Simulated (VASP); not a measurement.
A run of VASP 6.6.1 is set up as follows.

The input INCAR:

```
PREC = Accurate
ENCUT = 520
EDIFF = 1E-7
ISMEAR = 0
SIGMA = 0.1
LREAL = F
LASPH = T
NELM = 60
ALGO = Normal
ISIF = 2
LWAVE = F
LCHARG = F
GGA = PE
NBANDS = 22
```

The input KPOINTS:

```
regular mesh
0
Gamma
  10 10 10
```

POSCAR

```
InSb3
1.0
    4.8138367939      0.0000000000      0.0000000000
    0.0000000000      4.8138367939      0.0000000000
    0.0000000000      0.0000000000      4.8138367939
In Sb
1 3
Direct
    0.0000000000      0.0000000000      0.0000000000
    0.5000000000      0.0000000000      0.5000000000
    0.0000000000      0.5000000000      0.5000000000
    0.5000000000      0.5000000000      0.0000000000
```

Potentials or basis: VASP PAW PBE potentials, release 64 (In_d, Sb).

Run with:

```console
$ cat potpaw_PBE.64/In_d/POTCAR potpaw_PBE.64/Sb/POTCAR > POTCAR
$ mpirun -np 1 vasp_std > vasp.out
```

(1) What does it give for the band gap on the k mesh?

(2) What does it give for the pressure?

Results:

(1) zero (bands 14 and 15 overlap by 4.56 eV).

(2) -0.1 GPa.

Caveat: spin-orbit coupling is left out, which moves the levels of the heavy elements.
